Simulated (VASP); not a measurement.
# LiF (Pm-3m) in VASP: single point with PBE

Aim: the single point of LiF with PBE.

Program: VASP 6.6.1. These are calculated values, not measurements. Logs are shortened: lines on timing, memory, paths and dates and some standing lists are left out, and cuts for length are marked.

**1. The cell of the first run**

Symmetry: Pm-3m, No. 221, cubic system. Conventional cell: a = 2.560 Å, b = 2.560 Å, c = 2.560 Å, α = 90.00°, β = 90.00°, γ = 90.00°. F (site symmetry m-3m) has 8 Li at 2.22 Å and 6 F at 2.56 Å within 2.9 Å. Li (site symmetry m-3m) has 8 F at 2.22 Å and 6 Li at 2.56 Å within 2.9 Å.

**2. Single point, PBE**

Input file INCAR:

```
ALGO = Normal
EDIFF = 1E-6
ENCUT = 750
GGA = PE
GGA_COMPAT = False
ISIF = 2
ISMEAR = 0
LASPH = True
LCHARG = False
LREAL = False
LWAVE = False
NBANDS = 12
NELM = 120
PREC = Accurate
SIGMA = 0.01
```

Input file KPOINTS:

```
k-points
0
Gamma
  5 5 5
```

Input file POSCAR:

```
LiF
1.0
    2.5595330000      0.0000000000      0.0000000000
    0.0000000000      2.5595330000      0.0000000000
    0.0000000000      0.0000000000      2.5595330000
F Li
1 1
Direct
    0.5000000000      0.5000000000      0.5000000000
    0.0000000000      0.0000000000      0.0000000000
```

Potentials or basis: VASP PAW PBE potentials, release 64 (F, Li_sv).

Launch:

```sh
cat potpaw_PBE.64/F/POTCAR potpaw_PBE.64/Li_sv/POTCAR > POTCAR
mpirun -np 1 vasp_std > vasp.out
```

OUTCAR:

```text
EDIFF = 1E-6
   ENCUT = 750
   GGA = PE
   ISIF = 2
   ISMEAR = 0
   LASPH = True
   LREAL = False
   NELM = 120
   PREC = Accurate

 ion  position               nearest neighbor table
   1  0.500  0.500  0.500-   2 2.22   2 2.22   2 2.22   2 2.22   2 2.22   2 2.22   2 2.22   2 2.22

   2  0.000  0.000  0.000-   1 2.22   1 2.22   1 2.22   1 2.22   1 2.22   1 2.22   1 2.22   1 2.22

  LATTYP: Found a simple cubic cell.
 ALAT       =     2.5595330000

  Lattice vectors:

 A1 = (   2.5595330000,   0.0000000000,   0.0000000000)
 A2 = (   0.0000000000,   2.5595330000,   0.0000000000)
 A3 = (   0.0000000000,   0.0000000000,   2.5595330000)

Analysis of symmetry for initial positions (statically):
=====================================================================
 Subroutine PRICEL returns:
 Original cell was already a primitive cell.

 Routine SETGRP: Setting up the symmetry group for a
 simple cubic supercell.

 Subroutine GETGRP returns: Found 48 space group operations
 (whereof 48 operations were pure point group operations)
 out of a pool of 48 trial point group operations.

The static configuration has the point symmetry O_h .

Analysis of symmetry for dynamics (positions and initial velocities):
=====================================================================
 Subroutine PRICEL returns:
 Original cell was already a primitive cell.

 Routine SETGRP: Setting up the symmetry group for a
 simple cubic supercell.

 Subroutine GETGRP returns: Found 48 space group operations
 (whereof 48 operations were pure point group operations)
 out of a pool of 48 trial point group operations.

The dynamic configuration has the point symmetry O_h .

 Subroutine INISYM returns: Found 48 space group operations
 (whereof 48 operations are pure point group operations),
 and found     1 'primitive' translations

----------------------------------------------------------------------------------------

                                     Primitive cell

  volume of cell :      16.7680

  direct lattice vectors                    reciprocal lattice vectors
     2.559533000  0.000000000  0.000000000     0.390696272  0.000000000  0.000000000
     0.000000000  2.559533000  0.000000000     0.000000000  0.390696272  0.000000000
     0.000000000  0.000000000  2.559533000     0.000000000  0.000000000  0.390696272

  length of vectors
     2.559533000  2.559533000  2.559533000     0.390696272  0.390696272  0.390696272

  position of ions in fractional coordinates (direct lattice)
     0.500000000  0.500000000  0.500000000
[... 73 lines left out ...]
   PSTRESS=    0.0 pullay stress
   NELECT =      10.0000    total number of electrons
   NUPDOWN=      -1.0000    fix difference up-down
   EMIN   =  10.00;   EMAX   =-10.00  energy-range for DOS
   EFERMI =   0.00;   METHOD = LEGACY
   ISMEAR =     0;   SIGMA  =   0.01  broadening in eV -4-tet -1-fermi 0-gaus
   EFERMI_NEDOS =   21; number of points for ismear=-14 and -15
   IALGO  =     38    algorithm
   IMIX   =      4    mixing-type and parameters
     AMIX     =   0.40;   BMIX     =  1.00
     AMIX_MAG =   1.60;   BMIX_MAG =  1.00
  volume/ion in A,a.u.               =       8.38        56.58
  Fermi-wavevector in a.u.,A,eV,Ry     =   1.377994  2.604032 25.835673  1.898868
  Thomas-Fermi vector in A             =   2.503097
   LORBIT       =      0    0 simple, 1 ext, 2 COOP (PROOUT), +10 PAW based schemes
   GGA     = PE    functional components
   LHFCALC =     F    Hartree Fock is set to
   AEXX    =    0.0000 exact exchange contribution
   IVDW    =     0    specifies the selected vdW correction
   LEPSILON=     F    determine dielectric tensor
   LRPA    =     F    only Hartree local field effects (RPA)
 non-spin polarized calculation
 Gauss-broadening in eV      SIGMA  =   0.01
  energy-cutoff  :      750.00
  volume of cell :       16.77
 maximum number of plane-waves:       792
 NGX is ok and might be reduce to    24
   NGX = 11   NGY = 11   NGZ = 11

 number of electron      10.0000006 magnetization

 Free energy of the ion-electron system (eV)
  ---------------------------------------------------
  ext. energy  EPLUGINS =         0.00000000
  ---------------------------------------------------
  free energy    TOTEN  =        -9.05037021 eV

  energy without entropy =       -9.05037021  energy(sigma->0) =       -9.05037021

 E-fermi :   0.2619     XC(G=0):  -9.9334

 val. band max:        0.0136631216   @ k =   0.4000   0.4000   0.0000
 cond. band min:       7.5696737717   @ k =   0.0000   0.0000   0.0000
 fundamental gap:      7.5560106501
 Fermi energy:         0.2618872204

 k-point     1 :       0.0000    0.0000    0.0000
  band No.  band energies     occupation
      1     -42.7757      2.00000
      2     -20.7195      2.00000
      3      -0.5986      2.00000
      4      -0.5986      2.00000
      5      -0.5986      2.00000
      6       7.5697      0.00000
      7      18.9138      0.00000
      8      18.9138      0.00000
      9      20.9649      0.00000
     10      20.9649      0.00000
     11      20.9649      0.00000
     12      38.3890      0.00000
[... 121 lines left out ...]
 k-point    10 :       0.4000    0.4000    0.4000
  band No.  band energies     occupation
      1     -42.6656      2.00000
      2     -19.4405      2.00000
      3      -2.3136      2.00000
      4      -2.1076      2.00000
      5      -2.1076      2.00000
      6      11.7307      0.00000
      7      11.8762      0.00000
      8      11.8762      0.00000
      9      23.3862      0.00000
     10      24.3065      0.00000
     11      24.3065      0.00000
     12      25.5572      0.00000

------------------------ aborting loop because EDIFF is reached ----------------------------------------

  FORCE on cell =-STRESS in cart. coord.  units (eV):
  Direction    XX          YY          ZZ          XY          YZ          ZX
  --------------------------------------------------------------------------------------
  -------------------------------------------------------------------------------------
  Total       -0.0533736     -0.0533736     -0.0533736      0.0000000      0.0000000     -0.0000000
  in kB       -5.0998201     -5.0998201     -5.0998201      0.0000000      0.0000000     -0.0000000
  external PRESSURE =      -5.0998201 kB  Pullay stress =       0.0000000 kB

 VOLUME and BASIS-vectors are now :
 -----------------------------------------------------------------------------
  energy-cutoff  :      750.00
  volume of cell :       16.77
      direct lattice vectors                 reciprocal lattice vectors
     2.559533000  0.000000000  0.000000000     0.390696272  0.000000000  0.000000000
     0.000000000  2.559533000  0.000000000     0.000000000  0.390696272  0.000000000
     0.000000000  0.000000000  2.559533000     0.000000000  0.000000000  0.390696272

 POSITION                                       TOTAL-FORCE (eV/Angst)
 -----------------------------------------------------------------------------------
      1.27977      1.27977      1.27977         0.000000      0.000000      0.000000
      0.00000      0.00000      0.00000         0.000000      0.000000      0.000000
 -----------------------------------------------------------------------------------
    total drift:                                0.000000     -0.000000     -0.000000

  FREE ENERGIE OF THE ION-ELECTRON SYSTEM (eV)
  ---------------------------------------------------
  free  energy   TOTEN  =        -9.0503702143 eV

  energy  without entropy=       -9.0503702143  energy(sigma->0) =       -9.05037021
```

OSZICAR:

```text
N       E                     dE             d eps       ncg     rms          rms(c)
DAV:   1     0.456735919978E+02    0.45674E+02   -0.67172E+03   248   0.110E+03
DAV:   2    -0.811937094803E+01   -0.53793E+02   -0.52836E+02   308   0.225E+02
DAV:   3    -0.958618680118E+01   -0.14668E+01   -0.14653E+01   332   0.327E+01
DAV:   4    -0.959515496837E+01   -0.89682E-02   -0.89679E-02   276   0.258E+00
DAV:   5    -0.959521726880E+01   -0.62300E-04   -0.62300E-04   328   0.179E-01    0.448E+00
DAV:   6    -0.906506317425E+01    0.53015E+00   -0.24775E+00   248   0.956E+00    0.144E+00
DAV:   7    -0.905412368448E+01    0.10939E-01   -0.17810E-02   304   0.120E+00    0.864E-01
DAV:   8    -0.905024174364E+01    0.38819E-02   -0.15811E-02   284   0.138E+00    0.116E-01
DAV:   9    -0.905029355298E+01   -0.51809E-04   -0.68904E-04   292   0.259E-01    0.509E-02
DAV:  10    -0.905037025294E+01   -0.76700E-04   -0.11086E-04   252   0.904E-02    0.797E-03
DAV:  11    -0.905037021435E+01    0.38595E-07   -0.12559E-06   308   0.119E-02
   1 F= -.90503702E+01 E0= -.90503702E+01  d E =0.000000E+00
```

Run time: 5 s. Hardware: 1 thread of Intel Xeon 8259CL, shared host; peak memory 0.13 GiB.

What came out:

```yaml
Free_energy: -9.0504 eV
Pressure: -0.5 GPa
Band_gap_on_the_k_mesh: 7.56 eV, indirect (least direct gap 8.17 eV)
```

Levels at points of the mesh, in eV from the valence-band top:
```csv
k point,band 1,band 2,band 3,band 4,band 5,band 6,band 7,band 8,band 9,band 10
"(0.00, 0.00, 0.00)",-42.79,-20.73,-0.61,-0.61,-0.61,7.56,18.90,18.90,20.95,20.95
```

Caveat: the k points lie up to 0.49 Å⁻¹ apart. A k mesh can miss the band edges.
